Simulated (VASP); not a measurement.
# CdTe (F-43m) in VASP: vibrations by perturbation theory with LDA

Aim: the vibrations by perturbation theory of CdTe with LDA.

Everything below comes from runs of VASP 6.6.1. Logs are shortened: lines on timing, memory, paths and dates and some standing lists are left out, and cuts for length are marked.

### Step 1. The cell of the first run

It takes space group F-43m (No. 216, cubic). The conventional cell has a = 6.564 Å, b = 6.564 Å, c = 6.564 Å, α = 90.00°, β = 90.00°, γ = 90.00°. Within 3.7 Å of Cd (site symmetry -43m) lie 4 Te at 2.84 Å. Within 3.7 Å of Te (site symmetry -43m) lie 4 Cd at 2.84 Å.

### Step 2. Vibrations by perturbation theory, LDA

File INCAR:

```
  PREC = Accurate
  ENCUT = 500
  EDIFF = 1E-8
  ISMEAR = 0
  SIGMA = 0.01
  LREAL = False
  LASPH = True
  NELM = 120
  ALGO = Normal
  ISIF = 2
  LWAVE = False
  LCHARG = False
  NBANDS = 16
  IBRION = 8
  NSW = 1
  LEPSILON = True
  GGA_COMPAT = False
```

File KPOINTS:

```
regular mesh
0
Gamma
  8 8 8
```

File POSCAR:

```
CdTe
1.0
    0.0000000000      3.2821135600      3.2821135600
    3.2821135600      0.0000000000      3.2821135600
    3.2821135600      3.2821135600      0.0000000000
Cd Te
1 1
Direct
    0.0000000000      0.0000000000      0.0000000000
    0.7500000000      0.7500000000      0.7500000000
```

Potentials or basis: VASP PAW LDA potentials, release 64 (Cd, Te).

Started as:

```sh
cat potpaw_LDA.64/Cd/POTCAR potpaw_LDA.64/Te/POTCAR > POTCAR
mpirun -np 1 vasp_std > vasp.out
```

OUTCAR:

```text
PREC = Accurate
   ENCUT = 500
   EDIFF = 1E-8
   ISMEAR = 0
   LREAL = False
   LASPH = True
   NELM = 120
   ISIF = 2
   IBRION = 8
   NSW = 1
   LEPSILON = True

 ion  position               nearest neighbor table
   1  0.000  0.000  0.000-   2 2.84   2 2.84   2 2.84   2 2.84
   2  0.750  0.750  0.750-   1 2.84   1 2.84   1 2.84   1 2.84

  LATTYP: Found a face centered cubic cell.
 ALAT       =     6.5642271200

  Lattice vectors:

 A1 = (   0.0000000000,   3.2821135600,   3.2821135600)
 A2 = (   3.2821135600,   0.0000000000,   3.2821135600)
 A3 = (   3.2821135600,   3.2821135600,   0.0000000000)

Analysis of symmetry for initial positions (statically):
=====================================================================
 Subroutine PRICEL returns:
 Original cell was already a primitive cell.

 Routine SETGRP: Setting up the symmetry group for a
 face centered cubic supercell.

 Subroutine GETGRP returns: Found 24 space group operations
 (whereof 24 operations were pure point group operations)
 out of a pool of 48 trial point group operations.

The static configuration has the point symmetry T_d .

Analysis of symmetry for dynamics (positions and initial velocities):
=====================================================================
 Subroutine PRICEL returns:
 Original cell was already a primitive cell.

 Routine SETGRP: Setting up the symmetry group for a
 face centered cubic supercell.

 Subroutine GETGRP returns: Found 24 space group operations
 (whereof 24 operations were pure point group operations)
 out of a pool of 48 trial point group operations.

The dynamic configuration has the point symmetry T_d .

 Subroutine INISYM returns: Found 24 space group operations
 (whereof 24 operations are pure point group operations),
 and found     1 'primitive' translations

----------------------------------------------------------------------------------------

                                     Primitive cell
[... 687 lines left out ...]

 MACROSCOPIC STATIC DIELECTRIC TENSOR (including local field effects in DFT)
 ------------------------------------------------------
          19.171622    -0.000000     0.000000
           0.000000    19.171622     0.000000
          -0.000000    -0.000000    19.171622
 ------------------------------------------------------

 PIEZOELECTRIC TENSOR (including local field effects)  for field in x, y, z        (e  Angst)
          XX          YY          ZZ          XY          YZ          ZX
  --------------------------------------------------------------------------------
  x    -0.00000     0.00000    -0.00000     0.00000     3.38924    -0.00000
  y     0.00000    -0.00000    -0.00000    -0.00000    -0.00000     3.38924
  z     0.00000     0.00000     0.00000     3.38924    -0.00000     0.00000

 PIEZOELECTRIC TENSOR (including local field effects)  for field in x, y, z        (C/m^2)
          XX          YY          ZZ          XY          YZ          ZX
  --------------------------------------------------------------------------------
  x    -0.00000     0.00000    -0.00000     0.00000     0.76793    -0.00000
  y     0.00000    -0.00000    -0.00000    -0.00000    -0.00000     0.76793
  z     0.00000     0.00000     0.00000     0.76793    -0.00000     0.00000

 BORN EFFECTIVE CHARGES (including local field effects) (in |e|, cummulative output)
 ---------------------------------------------------------------------------------
 ion    1
    1     2.44301     0.00000     0.00000
    2     0.00000     2.44301     0.00000
    3     0.00000     0.00000     2.44301
 ion    2
    1    -2.44301     0.00000     0.00000
    2     0.00000    -2.44301     0.00000
    3     0.00000     0.00000    -2.44301

 INTERNAL STRAIN TENSOR FOR ION    2 for displacements in x,y,z  (eV/Angst):
          X           Y           Z          XY          YZ          ZX
  --------------------------------------------------------------------------------
  x    -0.00000     0.00000     0.00000     0.00000     3.93720     0.00000
  y    -0.00000    -0.00000    -0.00000     0.00000     0.00000     3.93720
  z     0.00000     0.00000    -0.00000     3.93720     0.00000     0.00000

 SECOND DERIVATIVES (NOT SYMMETRIZED)
 ------------------------------------
               1X          1Y          1Z          2X          2Y          2Z
  1X    -3.827452    0.000000    0.000000    3.827452    0.000000    0.000000
  1Y     0.000000   -3.827452    0.000000    0.000000    3.827452    0.000000
  1Z     0.000000    0.000000   -3.827452    0.000000    0.000000    3.827452
  2X     3.809299    0.000000    0.000000   -3.809299    0.000000    0.000000
  2Y     0.000000    3.809299    0.000000    0.000000   -3.809299    0.000000
  2Z     0.000000    0.000000    3.809299    0.000000    0.000000   -3.809299

 Eigenvectors and eigenvalues of the dynamical matrix
 ----------------------------------------------------

   1 f  =    3.951926 THz    24.830685 2PiTHz  131.822073 cm-1    16.343847 meV
             X         Y         Z           dx          dy          dz
      0.000000  0.000000  0.000000     0.729949   -0.000000    0.000000
      4.923170  4.923170  4.923170    -0.683501    0.000000    0.000000
[... 21 lines left out ...]
   6 f/i=    0.004687 THz     0.029449 2PiTHz    0.156342 cm-1     0.019384 meV
             X         Y         Z           dx          dy          dz
      0.000000  0.000000  0.000000     0.602085   -0.323523    0.000000
      4.923170  4.923170  4.923170     0.643000   -0.345509    0.000000

--------------------------------------------------------------------------------------------------------

 MACROSCOPIC STATIC DIELECTRIC TENSOR IONIC CONTRIBUTION
 ------------------------------------------------------
           3.999881    -0.000000     0.000000
          -0.000000     3.999881    -0.000000
           0.000000    -0.000000     3.999881
 ------------------------------------------------------

 ELASTIC MODULI CONTR FROM IONIC RELAXATION (kBar)
 Direction    XX          YY          ZZ          XY          YZ          ZX
 --------------------------------------------------------------------------------
 XX          -0.0000     -0.0000      0.0000     -0.0000      0.0000      0.0000
 YY          -0.0000     -0.0000     -0.0000     -0.0000     -0.0000      0.0000
 ZZ           0.0000     -0.0000     -0.0000      0.0000     -0.0000      0.0000
 XY          -0.0000     -0.0000      0.0000    -97.5636     -0.0000      0.0000
 YZ           0.0000     -0.0000     -0.0000     -0.0000    -97.5636      0.0000
 ZX           0.0000      0.0000      0.0000      0.0000      0.0000    -97.5636
 --------------------------------------------------------------------------------

 PIEZOELECTRIC TENSOR IONIC CONTR  for field in x, y, z        (C/m^2)
          XX          YY          ZZ          XY          YZ          ZX
  --------------------------------------------------------------------------------
  x     0.00000    -0.00000    -0.00000    -0.00000    -0.58781     0.00000
  y     0.00000     0.00000     0.00000     0.00000     0.00000    -0.58781
  z    -0.00000    -0.00000     0.00000    -0.58781    -0.00000     0.00000
```

stdout:

```text
POSCAR found type information on POSCAR CdTe
 POSCAR found :  2 types and       2 ions
 scaLAPACK will be used
 LDA part: xc-table for (Slater(with rela. corr.)+CA(PZ))
 , standard interpolation
 POSCAR, INCAR and KPOINTS ok, starting setup
 FFT: planning ... GRIDC
 FFT: planning ... GRID_SOFT
 FFT: planning ... GRID
 WAVECAR not read
 entering main loop
[... 23 lines left out ...]
  Direction:   3
 dielectric tensor                  component  3 :     2.017     1.567    19.172
 Linear response DOF=           2
 Linear response progress:
 first order change of Fermi-energy  -0.50906E-04
 force on displaced ion       1 direction 1 :  -3.827  -0.000  -0.000
 Born effective charge ion    1 direction 1 :   2.378   0.000   0.000
 Linear response progress:
 first order change of Fermi-energy   0.32064E-03
 force on displaced ion       2 direction 1 :  -3.809  -0.000  -0.000
 Born effective charge ion    2 direction 1 :  -2.506   0.000   0.000
 Born effective charges drift removed
 Linear response finished
```

It took 11 min on 1 thread of Intel Xeon Platinum 8259CL at 2.50GHz (Skylake/Cascade Lake), shared host; peak memory 0.41 GiB.

What came out:

```
Electronic dielectric tensor (diagonal)                 : 19.17
Born charges (mean of the diagonal)                     : Cd +2.44; Te -2.44 e
Highest phonon frequency at Γ, LO-TO splitting left out : 132 cm⁻¹
```

Phonon frequencies in cm⁻¹ (negative: imaginary):
```
              q point        frequencies
(0.000, 0.000, 0.000)  0 0 0 132 132 132
```

Electronic dielectric tensor:
```
19.17  0.00  0.00
 0.00 19.17  0.00
 0.00  0.00 19.17
```

Born effective charge tensors (e):
atom 1, Cd
```
2.44 0.00 0.00
0.00 2.44 0.00
0.00 0.00 2.44
```
atom 2, Te
```
-2.44  0.00  0.00
 0.00 -2.44  0.00
 0.00  0.00 -2.44
```

Caveat: the cell stands under pressure or tension, which shifts response properties; spin-orbit coupling is left out, which moves the levels of the heavy elements.
